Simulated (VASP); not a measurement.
# Ta3TiN4 (P-6m2) in VASP: a series of runs

Runs on Ta3TiN4. Level: PBE. Tasks: single point.

All numbers are computed with VASP 6.6.1; they aren't measurements. Logs are shortened: lines on timing, memory, paths and dates and some standing lists are left out, and cuts for length are marked.

## (1) The cell of the first run

It takes space group P-6m2 (No. 187, hexagonal). Conventional cell: a = 2.943 Å, b = 2.943 Å, c = 11.383 Å, α = 90.00°, β = 90.00°, γ = 120.00°. Ti (site symmetry -6m2) has 6 N at 2.20 Å and 2 Ta at 2.79 Å and 6 Ti at 2.94 Å within 3.0 Å. Within 3.0 Å of Ta (site symmetry -6m2) lie 6 N at 2.23 Å and 8 Ta at 2.90 to 2.94 Å. Within 3.0 Å of Ta (site symmetry 3m) lie 6 N at 2.20 to 2.24 Å and 1 Ti at 2.79 Å and 7 Ta at 2.90 to 2.94 Å. Within 3.0 Å of N (site symmetry 3m) lie 6 Ta at 2.23 to 2.24 Å and 8 N at 2.86 to 2.94 Å. Within 3.0 Å of N (site symmetry 3m) lie 3 Ti at 2.20 Å and 3 Ta at 2.20 Å and 8 N at 2.78 to 2.94 Å.

## (2) Single point, PBE

File INCAR:

```
SYSTEM = Ta3TiN4
ALGO = Normal ; EDIFF = 1E-7
ENCUT = 520 ; GGA = PE
ISIF = 2 ; ISMEAR = 0
LASPH = .TRUE. ; LCHARG = .TRUE.
LELF = .TRUE. ; LREAL = .FALSE.
LVHAR = .TRUE. ; LWAVE = .FALSE.
NBANDS = 42 ; NELM = 100
PREC = Accurate ; SIGMA = 0.1
```

File KPOINTS:

```
k-points
0
G
  6 6 2
  0 0 0
```

File POSCAR:

```
Ta3TiN4
1.0
    2.9427009000      0.0000000000      0.0000000000
   -1.4713504000      2.5484537000      0.0000000000
    0.0000000000      0.0000000000     11.3825828000
Ti Ta N
1 3 4
Direct
    0.0000000000      0.0000000000      0.5000000000
    0.0000000000      0.0000000000      0.0000000000
    0.0000000000      0.0000000000      0.2549560000
    0.0000000000      0.0000000000      0.7450440000
    0.6666667000      0.3333333000      0.8732760000
    0.6666667000      0.3333333000      0.1267240000
    0.6666667000      0.3333333000      0.3778760000
    0.6666667000      0.3333333000      0.6221240000
```

Potentials or basis: VASP PAW PBE potentials, release 64 (Ti_sv, Ta_pv, N).

The run is started by

```bash
$ cat potpaw_PBE.64/Ti_sv/POTCAR potpaw_PBE.64/Ta_pv/POTCAR potpaw_PBE.64/N/POTCAR > POTCAR
$ mpirun -np 1 vasp_std > vasp.out
```

OUTCAR:

```text
SYSTEM = Ta3TiN4
   EDIFF = 1E-7
   ENCUT = 520
   GGA = PE
   ISIF = 2
   ISMEAR = 0
   LASPH = .TRUE.
   LREAL = .FALSE.
   NELM = 100
   PREC = Accurate

 ion  position               nearest neighbor table
   1  0.000  0.000  0.500-   7 2.20   8 2.20   7 2.20   8 2.20   7 2.20   8 2.20   3 2.79   4 2.79

   2  0.000  0.000  0.000-   5 2.23   6 2.23   5 2.23   6 2.23   5 2.23   6 2.23   3 2.90   4 2.90

   3  0.000  0.000  0.255-   7 2.20   7 2.20   7 2.20   6 2.24   6 2.24   6 2.24   1 2.79   2 2.90

   4  0.000  0.000  0.745-   8 2.20   8 2.20   8 2.20   5 2.24   5 2.24   5 2.24   1 2.79   2 2.90

   5  0.667  0.333  0.873-   2 2.23   2 2.23   2 2.23   4 2.24   4 2.24   4 2.24
   6  0.667  0.333  0.127-   2 2.23   2 2.23   2 2.23   3 2.24   3 2.24   3 2.24
   7  0.667  0.333  0.378-   1 2.20   1 2.20   1 2.20   3 2.20   3 2.20   3 2.20
   8  0.667  0.333  0.622-   1 2.20   1 2.20   1 2.20   4 2.20   4 2.20   4 2.20

  LATTYP: Found a hexagonal cell.
 ALAT       =     2.9427009000
 C/A-ratio  =     3.8680733064

  Lattice vectors:

 A1 = (   2.9427009000,   0.0000000000,   0.0000000000)
 A2 = (  -1.4713504000,   2.5484537000,   0.0000000000)
 A3 = (   0.0000000000,   0.0000000000,  11.3825828000)

Analysis of symmetry for initial positions (statically):
=====================================================================
 Subroutine PRICEL returns:
 Original cell was already a primitive cell.

 Routine SETGRP: Setting up the symmetry group for a
 hexagonal supercell.

 Subroutine GETGRP returns: Found 12 space group operations
 (whereof 12 operations were pure point group operations)
 out of a pool of 24 trial point group operations.

The static configuration has the point symmetry D_3h.

Analysis of symmetry for dynamics (positions and initial velocities):
=====================================================================
 Subroutine PRICEL returns:
 Original cell was already a primitive cell.

 Routine SETGRP: Setting up the symmetry group for a
 hexagonal supercell.

 Subroutine GETGRP returns: Found 12 space group operations
 (whereof 12 operations were pure point group operations)
 out of a pool of 24 trial point group operations.

The dynamic configuration has the point symmetry D_3h.

 Subroutine INISYM returns: Found 12 space group operations
 (whereof 12 operations are pure point group operations),
 and found     1 'primitive' translations

----------------------------------------------------------------------------------------

                                     Primitive cell

  volume of cell :      85.3618

  direct lattice vectors                    reciprocal lattice vectors
     2.942700900  0.000000000  0.000000000     0.339823867  0.196197397  0.000000000
    -1.471350400  2.548453700  0.000000000     0.000000000  0.392394808  0.000000000
     0.000000000  0.000000000 11.382582800     0.000000000  0.000000000  0.087853523

  length of vectors
     2.942700900  2.942700845 11.382582800     0.392394800  0.392394808  0.087853523

  position of ions in fractional coordinates (direct lattice)
     0.000000000  0.000000000  0.500000000
     0.000000000  0.000000000  0.000000000
     0.000000000  0.000000000  0.254956000
     0.000000000  0.000000000  0.745044000
     0.666666700  0.333333300  0.873276000
     0.666666700  0.333333300  0.126724000
     0.666666700  0.333333300  0.377876000
     0.666666700  0.333333300  0.622124000

  ion indices of the primitive-cell ions
   primitive index   ion index
                 1           1
                 2           2
                 3           3
                 4           4
                 5           5
                 6           6
                 7           7
                 8           8

----------------------------------------------------------------------------------------

 KPOINTS: k-points

Automatic generation of k-mesh.
 Grid dimensions read from file:
 generate k-points for:    6    6    2

 Generating k-lattice:

  Cartesian coordinates                     Fractional coordinates (reciprocal lattice)
     0.056637311  0.032699566  0.000000000     0.166666667 -0.000000000  0.000000000
     0.000000000  0.065399135  0.000000000     0.000000000  0.166666667  0.000000000
     0.000000000  0.000000000  0.043926762     0.000000000  0.000000000  0.500000000

  Length of vectors
     0.065399133  0.065399135  0.043926762

  Shift w.r.t. Gamma in fractional coordinates (k-lattice)
     0.000000000  0.000000000  0.000000000

 Subroutine IBZKPT returns following result:
 ===========================================

 Found     14 irreducible k-points:

 Following reciprocal coordinates:
            Coordinates               Weight
  0.000000  0.000000  0.000000      1.000000
  0.166667  0.000000  0.000000      6.000000
  0.333333  0.000000  0.000000      6.000000
  0.500000 -0.000000  0.000000      3.000000
  0.166667  0.166667  0.000000      6.000000
  0.333333  0.166667  0.000000     12.000000
  0.333333  0.333333  0.000000      2.000000
  0.000000  0.000000  0.500000      1.000000
  0.166667  0.000000  0.500000      6.000000
  0.333333  0.000000  0.500000      6.000000
  0.500000 -0.000000  0.500000      3.000000
  0.166667  0.166667  0.500000      6.000000
  0.333333  0.166667  0.500000     12.000000
  0.333333  0.333333  0.500000      2.000000
   k-points           NKPTS =     14   k-points in BZ     NKDIM =     14   number of bands    NBANDS=     42
   number of dos      NEDOS =    301   number of ions     NIONS =      8
   total plane-waves  NPLWV =  51840
   dimension x,y,z NGX =    24 NGY =   24 NGZ =   90
   dimension x,y,z NGXF=    48 NGYF=   48 NGZF=  180
   ions per type =               1   3   4
   NGX,Y,Z   is equivalent  to a cutoff of  13.56, 13.56, 13.14 a.u.
   NGXF,Y,Z  is equivalent  to a cutoff of  27.12, 27.12, 26.29 a.u.
 SYSTEM =  Ta3TiN4
   PREC   = accura    normal or accurate (medium, high low for compatibility)
   ISTART =      0    job   : 0-new  1-cont  2-samecut
   ICHARG =      2    charge: 1-file 2-atom 10-const
   ISPIN  =      1    spin polarized calculation?
   LNONCOLLINEAR =      F non collinear calculations
   LSORBIT =      F    spin-orbit coupling
   LASPH  =      T    aspherical Exc in radial PAW
   ENCUT  =  520.0 eV  38.22 Ry    6.18 a.u.   5.47  5.47 21.16*2*pi/ulx,y,z
   NELM   =    100;   NELMIN=  2; NELMDL= -5     # of ELM steps
   EDIFF  = 0.1E-06   stopping-criterion for ELM
   LREAL  =      F    real-space projection
   EDIFFG = 0.1E-05   stopping-criterion for IOM
   NSW    =      0    number of steps for IOM
   IBRION =     -1    ionic relax: 0-MD 1-quasi-New 2-CG
   NFREE  =      0    steps in history (QN), initial steepest desc. (CG)
   ISIF   =      2    stress and relaxation
   ISYM   =      2    0-nonsym 1-usesym 2-fastsym
   POTIM  = 0.5000    time-step for ionic-motion
   TEBEG  =    0.0;   TEEND  =   0.0 temperature during run
   PSTRESS=    0.0 pullay stress
   NELECT =      65.0000    total number of electrons
   NUPDOWN=      -1.0000    fix difference up-down
   EMIN   =  10.00;   EMAX   =-10.00  energy-range for DOS
   EFERMI =   0.00;   METHOD = LEGACY
   ISMEAR =     0;   SIGMA  =   0.10  broadening in eV -4-tet -1-fermi 0-gaus
   EFERMI_NEDOS =   21; number of points for ismear=-14 and -15
   IALGO  =     38    algorithm
   IMIX   =      4    mixing-type and parameters
     AMIX     =   0.40;   BMIX     =  1.00
     AMIX_MAG =   1.60;   BMIX_MAG =  1.00
  volume/ion in A,a.u.               =      10.67        72.01
  Fermi-wavevector in a.u.,A,eV,Ry     =   1.494943  2.825033 30.407055  2.234855
  Thomas-Fermi vector in A             =   2.607151
   LORBIT       =      0    0 simple, 1 ext, 2 COOP (PROOUT), +10 PAW based schemes
   GGA     = PE    functional components
   LHFCALC =     F    Hartree Fock is set to
   AEXX    =    0.0000 exact exchange contribution
   IVDW    =     0    specifies the selected vdW correction
   LEPSILON=     F    determine dielectric tensor
   LRPA    =     F    only Hartree local field effects (RPA)
 non-spin polarized calculation
 Gauss-broadening in eV      SIGMA  =   0.10
  energy-cutoff  :      520.00
  volume of cell :       85.36
 maximum number of plane-waves:      2347
 NGX is ok and might be reduce to    24
   NGX = 11   NGY = 11   NGZ = 43

 number of electron      65.0000008 magnetization

 Free energy of the ion-electron system (eV)
  ---------------------------------------------------
  ext. energy  EPLUGINS =         0.00000000
  ---------------------------------------------------
  free energy    TOTEN  =       -86.40996378 eV

  energy without entropy =      -86.39173283  energy(sigma->0) =      -86.40084830

 E-fermi :   8.2737     XC(G=0): -13.1513

 val. band max:        8.1870380953   @ k =   0.3333   0.3333   0.5000
 cond. band min:       8.2997130713   @ k =   0.3333   0.1667   0.0000
 fundamental gap:      0.1126749759
 Fermi energy:         8.2736705963

 k-point     1 :       0.0000    0.0000    0.0000
  band No.  band energies     occupation
      1     -48.7167      2.00000
      2     -26.9727      2.00000
      3     -26.5810      2.00000
      4     -26.3667      2.00000
      5     -25.9921      2.00000
      6     -25.9921      2.00000
[... 34 lines left out ...]
     41      11.5606      0.00000
     42      11.5606      0.00000

 k-point     2 :       0.1667    0.0000    0.0000
  band No.  band energies     occupation
      1     -48.6979      2.00000
      2     -26.9132      2.00000
      3     -26.5321      2.00000
      4     -26.3269      2.00000
      5     -26.2523      2.00000
      6     -26.1505      2.00000
[... 529 lines left out ...]
     41      12.8227      0.00000
     42      12.9435      0.00000

 k-point    14 :       0.3333    0.3333    0.5000
  band No.  band energies     occupation
      1     -48.6314      2.00000
      2     -26.7284      2.00000
      3     -26.6863      2.00000
      4     -26.6380      2.00000
      5     -26.6204      2.00000
      6     -26.5932      2.00000
[... 34 lines left out ...]
     41      12.3206      0.00000
     42      12.9135      0.00000

------------------------ aborting loop because EDIFF is reached ----------------------------------------

  FORCE on cell =-STRESS in cart. coord.  units (eV):
  Direction    XX          YY          ZZ          XY          YZ          ZX
  --------------------------------------------------------------------------------------
  -------------------------------------------------------------------------------------
  Total        0.1542278      0.1542278      0.6623946      0.0000000      0.0000000      0.0000000
  in kB        2.8947397      2.8947396     12.4326499      0.0000001      0.0000000      0.0000000
  external PRESSURE =       6.0740431 kB  Pullay stress =       0.0000000 kB

 VOLUME and BASIS-vectors are now :
 -----------------------------------------------------------------------------
  energy-cutoff  :      520.00
  volume of cell :       85.36
      direct lattice vectors                 reciprocal lattice vectors
     2.942700900  0.000000000  0.000000000     0.339823867  0.196197397  0.000000000
    -1.471350400  2.548453700  0.000000000     0.000000000  0.392394808  0.000000000
     0.000000000  0.000000000 11.382582800     0.000000000  0.000000000  0.087853523

 POSITION                                       TOTAL-FORCE (eV/Angst)
 -----------------------------------------------------------------------------------
      0.00000      0.00000      5.69129        -0.000000      0.000000      0.000000
      0.00000      0.00000      0.00000        -0.000000      0.000000      0.000000
      0.00000      0.00000      2.90206        -0.000000      0.000000      0.072219
      0.00000      0.00000      8.48053        -0.000000     -0.000000     -0.072219
      1.47135      0.84948      9.94014         0.000000     -0.000000      0.037012
      1.47135      0.84948      1.44245         0.000000      0.000000     -0.037012
      1.47135      0.84948      4.30120         0.000000     -0.000000     -0.014481
      1.47135      0.84948      7.08138         0.000000     -0.000000      0.014481
 -----------------------------------------------------------------------------------
    total drift:                               -0.000373      0.000212      0.000000

  FREE ENERGIE OF THE ION-ELECTRON SYSTEM (eV)
  ---------------------------------------------------
  free  energy   TOTEN  =       -86.4099637788 eV

  energy  without entropy=      -86.3917328297  energy(sigma->0) =      -86.40084830
```

Wall time 38 s (1 thread of Intel Xeon 6975P-C (Granite Rapids), shared host); peak memory 0.24 GiB.

Results:

* Free energy: -86.4100 eV
* Pressure: 0.6 GPa
* Largest force: 0.072 eV/Å
* Band gap on the k mesh: zero (an odd number of electrons rules out a gap without spin polarisation)

Forces in eV/Å, atoms in the order of the input:
```
Ti   0.000  0.000  0.000
Ta   0.000  0.000  0.000
Ta   0.000  0.000  0.072
Ta   0.000  0.000 -0.072
N    0.000  0.000  0.037
N    0.000  0.000 -0.037
N    0.000  0.000 -0.014
N    0.000  0.000  0.014
```

Stress tensor (GPa, compression positive):
```
0.29 0.00 0.00
0.00 0.29 0.00
0.00 0.00 1.24
```

Caveat: the k points lie up to 0.41 Å⁻¹ apart, too coarse for converged energies and pressures of a metal; spin-orbit coupling is left out, which moves the levels of the heavy elements.

(Continued in part 2 of 2.)

The gap in the log of VASP goes by the Fermi energy; the results here count the filled bands.